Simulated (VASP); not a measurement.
Wanted: the native input for a VASP 6.6.1 run.

```yaml
Task: single point
Functional: PBE
Dispersion: D4
Potentials_or_basis: VASP PAW PBE potentials, release 64 (Pb_d, Te)
Cutoff: 520 eV
k_mesh: 7 × 7 × 7
Occupations: gaussian, width 0.001 eV
Spin: non-collinear spin, zero start, spin-orbit coupling
Starting_moments: "[[0.0, 0.0, 0.0], [0.0, 0.0, 0.0]] μB"
Dipole_correction: no
Further_INCAR_settings: ALGO = Normal; EDIFF = 1e-07; NBANDS = 32
```

The structure of TePb lies in POSCAR:

```
TePb
1.0
    0.0000000000      3.2310000000      3.2310000000
    3.2310000000      0.0000000000      3.2310000000
    3.2310000000      3.2310000000      0.0000000000
Pb Te
1 1
Direct
    0.0000000000      0.0000000000      0.0000000000
    0.5000000000      0.5000000000      0.5000000000
```

The input as run:

INCAR

```
SYSTEM = TePb
PREC = Accurate ; ENCUT = 520
EDIFF = 1E-7 ; ISMEAR = 0
SIGMA = 0.001 ; LREAL = .False.
LASPH = .True. ; NELM = 150
ALGO = Normal ; ISIF = 2
LWAVE = .False. ; LCHARG = .False.
MAGMOM = 0 0 0 0 0 0 ; LORBIT = 11
LSORBIT = .True. ; GGA_COMPAT = .False.
LORBMOM = .True. ; GGA = PE
IVDW = 13 ; NBANDS = 32
```

KPOINTS

```
Automatic mesh
0
Gamma
  7 7 7
  0 0 0
```

Potentials or basis: VASP PAW PBE potentials, release 64 (Pb_d, Te).

Run with:

```console
$ cat potpaw_PBE.64/Pb_d/POTCAR potpaw_PBE.64/Te/POTCAR > POTCAR
$ mpirun -np 1 vasp_ncl > vasp.out
```

Results of the run:

| Quantity | Value |
| --- | --- |
| Pressure | 0.0 GPa |
| Net moment | 0.00 μB per cell |
| Valence electrons inside the program's atomic spheres | Pb 11.89; Te 3.39 |
| Dispersion energy per atom | -0.438 eV |

Wall time 3.7 min on 1 thread of AMD EPYC 7R13, on a shared host, peak memory 0.38 GiB.
